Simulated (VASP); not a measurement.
# MgO in VASP: single point with PBEsol

Aim: the single point of MgO with PBEsol.

Program: VASP 6.6.1. These are calculated values, not measurements. Logs are shortened: lines on timing, memory, paths and dates and some standing lists are left out, and cuts for length are marked.

## (1) The cell of the first run

The cell holds a slab with vacuum, 20 atoms: a = 2.966 Å, b = 2.966 Å, c = 34.873 Å, α = 90.00°, β = 90.00°, γ = 90.00°.

## (2) Single point, PBEsol

INCAR reads:

```
PREC     = Accurate       # precision mode
ENCUT    = 520            # plane-wave cutoff, eV
EDIFF    = 1E-6           # SCF threshold, eV
ISMEAR   = -1             # smearing method
SIGMA    = 0.05           # smearing width, eV
LREAL    = Auto         
LASPH    = T              # aspherical terms in the spheres
NELM     = 80             # most SCF steps
ALGO     = Normal         # electronic algorithm
ISIF     = 2              # what is computed and relaxed
LWAVE    = F              # write WAVECAR
LCHARG   = T              # write CHGCAR
GGA      = PS             # functional
LELF     = T              # ELF
LVHAR    = T            
NBANDS   = 56             # bands
```

KPOINTS reads:

```
Automatic mesh
0
Gamma
  13 13 1
```

POSCAR reads:

```
MgO
1.0
    2.0970013927     -2.0970013927      0.0000000000
    2.0970013927      2.0970013927      0.0000000000
    0.0000000000      0.0000000000     34.8730125343
Mg O
10 10
Direct
    0.0000000000      0.0000000000      0.2294037543
    0.5000000000      0.5000000000      0.2895362534
    0.0000000000      0.0000000000      0.3496687524
    0.5000000000      0.5000000000      0.4098012514
    0.0000000000      0.0000000000      0.4699337505
    0.5000000000      0.5000000000      0.5300662495
    0.0000000000      0.0000000000      0.5901987486
    0.5000000000      0.5000000000      0.6503312476
    0.0000000000      0.0000000000      0.7104637466
    0.5000000000      0.5000000000      0.7705962457
    0.0000000000      0.0000000000      0.2895362534
    0.5000000000      0.5000000000      0.2294037543
    0.0000000000      0.0000000000      0.4098012514
    0.5000000000      0.5000000000      0.3496687524
    0.0000000000      0.0000000000      0.5300662495
    0.5000000000      0.5000000000      0.4699337505
    0.0000000000      0.0000000000      0.6503312476
    0.5000000000      0.5000000000      0.5901987486
    0.0000000000      0.0000000000      0.7705962457
    0.5000000000      0.5000000000      0.7104637466
```

Potentials or basis: VASP PAW PBE potentials, release 64 (Mg, O).

Command:

```bash
> cat potpaw_PBE.64/Mg/POTCAR potpaw_PBE.64/O/POTCAR > POTCAR
> mpirun -np 1 vasp_std > vasp.out
```

OUTCAR:

```text
PREC = Accurate
   ENCUT = 520
   EDIFF = 1E-6
   ISMEAR = -1
   LREAL = Auto
   LASPH = T
   NELM = 80
   ISIF = 2
   GGA = PS

 ion  position               nearest neighbor table
   1  0.000  0.000  0.229-  12 2.10  12 2.10  12 2.10  12 2.10  11 2.10   2 2.97   2 2.97   2 2.97
                             2 2.97
   2  0.500  0.500  0.290-  14 2.10  11 2.10  11 2.10  11 2.10  11 2.10  12 2.10   3 2.97   3 2.97
                             3 2.97   3 2.97   1 2.97   1 2.97   1 2.97   1 2.97
   3  0.000  0.000  0.350-  11 2.10  13 2.10  14 2.10  14 2.10  14 2.10  14 2.10   4 2.97   4 2.97
                             2 2.97   4 2.97   2 2.97   2 2.97   4 2.97   2 2.97
   4  0.500  0.500  0.410-  14 2.10  13 2.10  13 2.10  13 2.10  13 2.10  16 2.10   3 2.97   3 2.97
                             3 2.97   3 2.97   5 2.97   5 2.97   5 2.97   5 2.97
   5  0.000  0.000  0.470-  15 2.10  16 2.10  16 2.10  16 2.10  16 2.10  13 2.10   6 2.97   6 2.97
                             6 2.97   6 2.97   4 2.97   4 2.97   4 2.97   4 2.97
   6  0.500  0.500  0.530-  16 2.10  15 2.10  15 2.10  15 2.10  15 2.10  18 2.10   5 2.97   5 2.97
                             5 2.97   5 2.97   7 2.97   7 2.97   7 2.97   7 2.97
   7  0.000  0.000  0.590-  17 2.10  18 2.10  18 2.10  18 2.10  18 2.10  15 2.10   8 2.97   8 2.97
                             8 2.97   8 2.97   6 2.97   6 2.97   6 2.97   6 2.97
   8  0.500  0.500  0.650-  18 2.10  20 2.10  17 2.10  17 2.10  17 2.10  17 2.10   9 2.97   9 2.97
                             7 2.97   9 2.97   7 2.97   7 2.97   9 2.97   7 2.97
   9  0.000  0.000  0.710-  17 2.10  20 2.10  20 2.10  20 2.10  20 2.10  19 2.10   8 2.97   8 2.97
                             8 2.97   8 2.97  10 2.97  10 2.97  10 2.97  10 2.97
  10  0.500  0.500  0.771-  19 2.10  19 2.10  19 2.10  19 2.10  20 2.10   9 2.97   9 2.97   9 2.97
                             9 2.97
  11  0.000  0.000  0.290-   3 2.10   2 2.10   2 2.10   2 2.10   2 2.10   1 2.10
  12  0.500  0.500  0.229-   1 2.10   1 2.10   1 2.10   1 2.10   2 2.10
  13  0.000  0.000  0.410-   3 2.10   4 2.10   4 2.10   4 2.10   4 2.10   5 2.10
  14  0.500  0.500  0.350-   2 2.10   4 2.10   3 2.10   3 2.10   3 2.10   3 2.10
  15  0.000  0.000  0.530-   5 2.10   6 2.10   6 2.10   6 2.10   6 2.10   7 2.10
  16  0.500  0.500  0.470-   6 2.10   5 2.10   5 2.10   5 2.10   5 2.10   4 2.10
  17  0.000  0.000  0.650-   7 2.10   9 2.10   8 2.10   8 2.10   8 2.10   8 2.10
  18  0.500  0.500  0.590-   8 2.10   7 2.10   7 2.10   7 2.10   7 2.10   6 2.10
  19  0.000  0.000  0.771-  10 2.10  10 2.10  10 2.10  10 2.10   9 2.10
  20  0.500  0.500  0.710-   8 2.10   9 2.10   9 2.10   9 2.10   9 2.10  10 2.10

  LATTYP: Found a simple tetragonal cell.
 ALAT       =     2.9656078099
 C/A-ratio  =    11.7591450961

  Lattice vectors:

 A1 = (   2.0970013927,  -2.0970013927,   0.0000000000)
 A2 = (   2.0970013927,   2.0970013927,   0.0000000000)
 A3 = (   0.0000000000,   0.0000000000,  34.8730125343)

Analysis of symmetry for initial positions (statically):
=====================================================================
 Subroutine PRICEL returns:
 Original cell was already a primitive cell.

 Routine SETGRP: Setting up the symmetry group for a
 simple tetragonal supercell.

 Subroutine GETGRP returns: Found 16 space group operations
 (whereof  8 operations were pure point group operations)
 out of a pool of 16 trial point group operations.

The static configuration has the point symmetry C_4v.
 The point group associated with its full space group is D_4h.

Analysis of symmetry for dynamics (positions and initial velocities):
=====================================================================
 Subroutine PRICEL returns:
 Original cell was already a primitive cell.

 Routine SETGRP: Setting up the symmetry group for a
 simple tetragonal supercell.

 Subroutine GETGRP returns: Found 16 space group operations
 (whereof  8 operations were pure point group operations)
 out of a pool of 16 trial point group operations.

The dynamic configuration has the point symmetry C_4v.
 The point group associated with its full space group is D_4h.

 Subroutine INISYM returns: Found 16 space group operations
 (whereof  8 operations are pure point group operations),
 and found     1 'primitive' translations

----------------------------------------------------------------------------------------

                                     Primitive cell

  volume of cell :     306.7022

  direct lattice vectors                    reciprocal lattice vectors
     2.097001393 -2.097001393  0.000000000     0.238435702 -0.238435702  0.000000000
     2.097001393  2.097001393  0.000000000     0.238435702  0.238435702  0.000000000
     0.000000000  0.000000000 34.873012534     0.000000000  0.000000000  0.028675469

  length of vectors
     2.965607810  2.965607810 34.873012534     0.337199004  0.337199004  0.028675469

  position of ions in fractional coordinates (direct lattice)
     0.000000000  0.000000000  0.229403754
     0.500000000  0.500000000  0.289536253
     0.000000000  0.000000000  0.349668752
     0.500000000  0.500000000  0.409801251
     0.000000000  0.000000000  0.469933750
     0.500000000  0.500000000  0.530066250
[... 12 lines left out ...]
     0.000000000  0.000000000  0.770596246
     0.500000000  0.500000000  0.710463747

  ion indices of the primitive-cell ions
   primitive index   ion index
                 1           1
                 2           2
                 3           3
                 4           4
                 5           5
                 6           6
[... 12 lines left out ...]
                19          19
                20          20

----------------------------------------------------------------------------------------

 KPOINTS: Automatic mesh

Automatic generation of k-mesh.
 Grid dimensions read from file:
 generate k-points for:   13   13    1

 Generating k-lattice:

  Cartesian coordinates                     Fractional coordinates (reciprocal lattice)
     0.018341208 -0.018341208  0.000000000     0.076923077  0.000000000  0.000000000
     0.018341208  0.018341208  0.000000000     0.000000000  0.076923077  0.000000000
     0.000000000  0.000000000  0.028675469     0.000000000  0.000000000  1.000000000

  Length of vectors
     0.025938385  0.025938385  0.028675469

  Shift w.r.t. Gamma in fractional coordinates (k-lattice)
     0.000000000  0.000000000  0.000000000

 Subroutine IBZKPT returns following result:
 ===========================================

 Found     28 irreducible k-points:

 Following reciprocal coordinates:
            Coordinates               Weight
  0.000000  0.000000  0.000000      1.000000
  0.076923  0.000000  0.000000      4.000000
  0.153846  0.000000  0.000000      4.000000
  0.230769  0.000000  0.000000      4.000000
  0.307692  0.000000  0.000000      4.000000
  0.384615  0.000000  0.000000      4.000000
[... 16 lines left out ...]
  0.307692  0.307692  0.000000      4.000000
  0.384615  0.307692  0.000000      8.000000
 [... further k-points ...]
   k-points           NKPTS =     28   k-points in BZ     NKDIM =     28   number of bands    NBANDS=     56
   number of dos      NEDOS =    301   number of ions     NIONS =     20
   total plane-waves  NPLWV = 155520
   dimension x,y,z NGX =    24 NGY =   24 NGZ =  270
   dimension x,y,z NGXF=    48 NGYF=   48 NGZF=  540
   ions per type =              10  10
   NGX,Y,Z   is equivalent  to a cutoff of  13.45, 13.45, 12.87 a.u.
   NGXF,Y,Z  is equivalent  to a cutoff of  26.91, 26.91, 25.74 a.u.
 SYSTEM =  unknown system
   PREC   = accura    normal or accurate (medium, high low for compatibility)
   ISTART =      0    job   : 0-new  1-cont  2-samecut
   ICHARG =      2    charge: 1-file 2-atom 10-const
   ISPIN  =      1    spin polarized calculation?
   LNONCOLLINEAR =      F non collinear calculations
   LSORBIT =      F    spin-orbit coupling
   LASPH  =      T    aspherical Exc in radial PAW
   ENCUT  =  520.0 eV  38.22 Ry    6.18 a.u.   5.51  5.51 64.84*2*pi/ulx,y,z
   NELM   =     80;   NELMIN=  2; NELMDL= -5     # of ELM steps
   EDIFF  = 0.1E-05   stopping-criterion for ELM
   LREAL  =      T    real-space projection
   EDIFFG = 0.1E-04   stopping-criterion for IOM
   NSW    =      0    number of steps for IOM
   IBRION =     -1    ionic relax: 0-MD 1-quasi-New 2-CG
   NFREE  =      0    steps in history (QN), initial steepest desc. (CG)
   ISIF   =      2    stress and relaxation
   ISYM   =      2    0-nonsym 1-usesym 2-fastsym
   POTIM  = 0.5000    time-step for ionic-motion
   TEBEG  =    0.0;   TEEND  =   0.0 temperature during run
   PSTRESS=    0.0 pullay stress
   NELECT =      80.0000    total number of electrons
   NUPDOWN=      -1.0000    fix difference up-down
   EMIN   =  10.00;   EMAX   =-10.00  energy-range for DOS
   EFERMI =   0.00;   METHOD = LEGACY
   ISMEAR =    -1;   SIGMA  =   0.05  broadening in eV -4-tet -1-fermi 0-gaus
   EFERMI_NEDOS =   21; number of points for ismear=-14 and -15
   IALGO  =     38    algorithm
   IMIX   =      4    mixing-type and parameters
     AMIX     =   0.40;   BMIX     =  1.00
     AMIX_MAG =   1.60;   BMIX_MAG =  1.00
  volume/ion in A,a.u.               =      15.34       103.49
  Fermi-wavevector in a.u.,A,eV,Ry     =   1.046002  1.976657 14.886410  1.094120
  Thomas-Fermi vector in A             =   2.180822
   LORBIT       =      0    0 simple, 1 ext, 2 COOP (PROOUT), +10 PAW based schemes
   GGA     = PS    functional components
   LHFCALC =     F    Hartree Fock is set to
   AEXX    =    0.0000 exact exchange contribution
   IVDW    =     0    specifies the selected vdW correction
   LEPSILON=     F    determine dielectric tensor
   LRPA    =     F    only Hartree local field effects (RPA)
 non-spin polarized calculation
  energy-cutoff  :      520.00
  volume of cell :      306.70
 maximum number of plane-waves:      8353
 NGX is ok and might be reduce to    24
   NGX = 11   NGY = 11   NGZ =129

 number of electron      79.9999961 magnetization

 Free energy of the ion-electron system (eV)
  ---------------------------------------------------
  ext. energy  EPLUGINS =         0.00000000
  ---------------------------------------------------
  free energy    TOTEN  =      -123.98787512 eV

  energy without entropy =     -123.98787512  energy(sigma->0) =     -123.98787512

 E-fermi :   1.0553     XC(G=0):  -7.2660

 val. band max:       -0.0126149304   @ k =   0.0000   0.0000   0.0000
 cond. band min:       3.4261430527   @ k =   0.0000   0.0000   0.0000
 fundamental gap:      3.4387579831
 Fermi energy:         1.0553267920

 k-point     1 :       0.0000    0.0000    0.0000
  band No.  band energies     occupation
      1     -17.2270      2.00000
      2     -17.1223      2.00000
      3     -16.9582      2.00000
      4     -16.7480      2.00000
      5     -16.5093      2.00000
      6     -16.2633      2.00000
[... 44 lines left out ...]
     51       8.2648      0.00000
     52       9.0187      0.00000
[... 1263 lines left out ...]
     51      10.1585      0.00000
     52      10.1590      0.00000

 [... further k-points ...]

 [bands above 52 left out]

------------------------ aborting loop because EDIFF is reached ----------------------------------------

  FORCE on cell =-STRESS in cart. coord.  units (eV):
  Direction    XX          YY          ZZ          XY          YZ          ZX
  --------------------------------------------------------------------------------------
  -------------------------------------------------------------------------------------
  Total       -1.6155241     -1.6155241      1.9474872      0.0000000     -0.0000000      0.0000000
  in kB       -8.4393135     -8.4393135     10.1734509      0.0000000     -0.0000000      0.0000000
  external PRESSURE =      -2.2350587 kB  Pullay stress =       0.0000000 kB

 VOLUME and BASIS-vectors are now :
 -----------------------------------------------------------------------------
  energy-cutoff  :      520.00
  volume of cell :      306.70
      direct lattice vectors                 reciprocal lattice vectors
     2.097001393 -2.097001393  0.000000000     0.238435702 -0.238435702  0.000000000
     2.097001393  2.097001393  0.000000000     0.238435702  0.238435702  0.000000000
     0.000000000  0.000000000 34.873012534     0.000000000  0.000000000  0.028675469

 POSITION                                       TOTAL-FORCE (eV/Angst)
 -----------------------------------------------------------------------------------
      0.00000      0.00000      8.00000         0.000000     -0.000000      0.382299
      2.09700      0.00000     10.09700         0.000000     -0.000000      0.006317
      0.00000      0.00000     12.19400        -0.000000      0.000000     -0.000000
      2.09700      0.00000     14.29100         0.000000     -0.000000      0.003006
      0.00000      0.00000     16.38801         0.000000     -0.000000      0.000928
      2.09700      0.00000     18.48501        -0.000000      0.000000     -0.000928
[... 12 lines left out ...]
      0.00000      0.00000     26.87301         0.000000     -0.000000      0.503509
      2.09700      0.00000     24.77601         0.000000     -0.000000      0.004483
 -----------------------------------------------------------------------------------
    total drift:                                0.000000      0.000000      0.000000

  FREE ENERGIE OF THE ION-ELECTRON SYSTEM (eV)
  ---------------------------------------------------
  free  energy   TOTEN  =      -123.9878751248 eV

  energy  without entropy=     -123.9878751247  energy(sigma->0) =     -123.98787512
```

Run time: 33 min. Hardware: 1 thread of Intel Xeon 8259CL, shared host; peak memory 0.57 GiB.

What came out:

```yaml
Free_energy: -123.9879 eV
Largest_force: 0.504 eV/Å
Band_gap_on_the_k_mesh: 3.44 eV
```

Forces in eV/Å, atoms in the order of the input:
```
Mg   0.000  0.000  0.382
Mg   0.000  0.000  0.006
Mg   0.000  0.000  0.000
Mg   0.000  0.000  0.003
Mg   0.000  0.000  0.001
Mg   0.000  0.000 -0.001
Mg   0.000  0.000 -0.003
Mg   0.000  0.000  0.000
Mg   0.000  0.000 -0.006
Mg   0.000  0.000 -0.382
O    0.000  0.000 -0.004
O    0.000  0.000 -0.504
O    0.000  0.000  0.000
O    0.000  0.000  0.003
O    0.000  0.000 -0.007
O    0.000  0.000  0.007
O    0.000  0.000 -0.003
O    0.000  0.000  0.000
O    0.000  0.000  0.504
O    0.000  0.000  0.004
```

Caveat: there is no dipole correction, which matters where the two faces differ; the PAW data sets were made with another functional, which shifts forces and pressure a little.
